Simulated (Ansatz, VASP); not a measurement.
ZnS in VASP and in Ansatz

```
CELL_PARAMETERS angstrom
0.00000 2.70465 2.70465
2.63703 0.00000 2.70465
2.63703 2.70465 0.00000
ATOMIC_POSITIONS crystal
Zn 0.00000 0.00000 0.00000
S 0.75000 0.75000 0.75000
```

Change from the starting cell: strain -0.0250 x Voigt [1, 0, 0, 0, 0, 0], atoms carried along.

Alike in both runs: task single point; functional r2SCAN; k mesh 8 × 8 × 8; occupations gaussian, width 0.05 eV; no spin polarisation.

```csv
,VASP,Ansatz
version,VASP 6.6.1,Ansatz 0.2.0
potentials or method,"VASP PAW PBE potentials, release 64 (Zn, S), cutoff 520 eV","scalar-relativistic, plane waves, PAW"
valence electrons in the cell,18,18
```

```csv
,VASP,Ansatz,Ansatz less VASP
gap on the k mesh at the Fermi level (eV),2.72,2.71,-0.012
least direct gap on the mesh (eV),2.72,2.71,-0.012
pressure (GPa),1.2,1.1,-0.05
"traceless stress, the component that is largest in VASP (GPa)",0.67,0.69,+0.013
```

VASP's potentials were made for PBE, not for r2SCAN.
